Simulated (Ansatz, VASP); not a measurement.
## Two plane-wave programs on BeIr2

File INCAR:

```
SYSTEM = BeIr2
ALGO = Fast ; EDIFF = 1E-7
ENCUT = 520 ; GGA = PE
ISIF = 2 ; ISMEAR = 0
LASPH = .TRUE. ; LCHARG = .TRUE.
LELF = .TRUE. ; LREAL = .FALSE.
LVHAR = .TRUE. ; LWAVE = .FALSE.
NBANDS = 29 ; NELM = 100
PREC = Accurate ; SIGMA = 0.1
```

KPOINTS

```
k-points
0
G
  4 4 6
  0 0 0
```

The input POSCAR:

```
BeIr2
1.0
    4.0729630385      0.0000000000      0.0000000000
    0.0000000000      4.9710199565      0.0000000000
    0.0000000000      0.0000000000      3.1032448440
Be Ir
2 4
Direct
    0.0000000000      0.0000000000      0.0000000000
    0.5000000000      0.5000000000      0.5000000000
    0.2004000000      0.3787000000      0.0000000000
    0.7996000000      0.6213000000      0.0000000000
    0.7004000000      0.1213000000      0.5000000000
    0.2996000000      0.8787000000      0.5000000000
```

Input for Ansatz:

```yaml
crystal:
  lattice:
    - [4.0729630385, 0.0, 0.0]
    - [0.0, 4.9710199565, 0.0]
    - [0.0, 0.0, 3.103244844]
  atoms:
    - { symbol: Be, position: [0.0, 0.0, 0.0] }
    - { symbol: Be, position: [0.5, 0.5, 0.5] }
    - { symbol: Ir, position: [0.2004, 0.3787, 0.0] }
    - { symbol: Ir, position: [0.7996, 0.6213, 0.0] }
    - { symbol: Ir, position: [0.7004, 0.1213, 0.5] }
    - { symbol: Ir, position: [0.2996, 0.8787, 0.5] }
basis:
  ecutwfc: 420
kpoints:
  mp_grid: { grid: [4, 4, 6] }
hamiltonian:
  xc: pbe
scf:
  occupations: { method: gaussian, width: 0.1 }
  lower_state_search: "off"
output:
  forces: true
  stress: true
  eigenvalues: true
```

Alike in both runs: task single point; functional PBE; k mesh 4 × 4 × 6; occupations gaussian, width 0.1 eV; no spin polarisation.

|  | VASP | Ansatz |
| --- | --- | --- |
| version | VASP 6.6.1 | Ansatz 0.2.0 |
| potentials or method | VASP PAW PBE potentials, release 64 (Be, Ir), cutoff 520 eV | scalar-relativistic, plane waves, PAW |
| valence electrons in the cell | 40 | 72 |

VASP gave:

```
gap on the k mesh at the Fermi level (eV) : none
rms of the force components (eV/Å)        : 5.551
```

Q: What did Ansatz give for the same quantities?

A: gap on the k mesh at the Fermi level (eV): none; rms of the force components (eV/Å): 6.258.

Atom by atom the forces differ by 0.708 eV/Å (rms over components). A gap of «none» marks a metal or a gap that the smearing closes. The functional is the same, so the differences come from potentials, cutoffs and numerics. VASP's potentials hold 40 valence electrons a cell and Ansatz's 72, so a difference there can come from the potentials and not from the codes.

The k mesh is coarse, so the values compare programs but aren't converged. Spin-orbit coupling is off throughout.
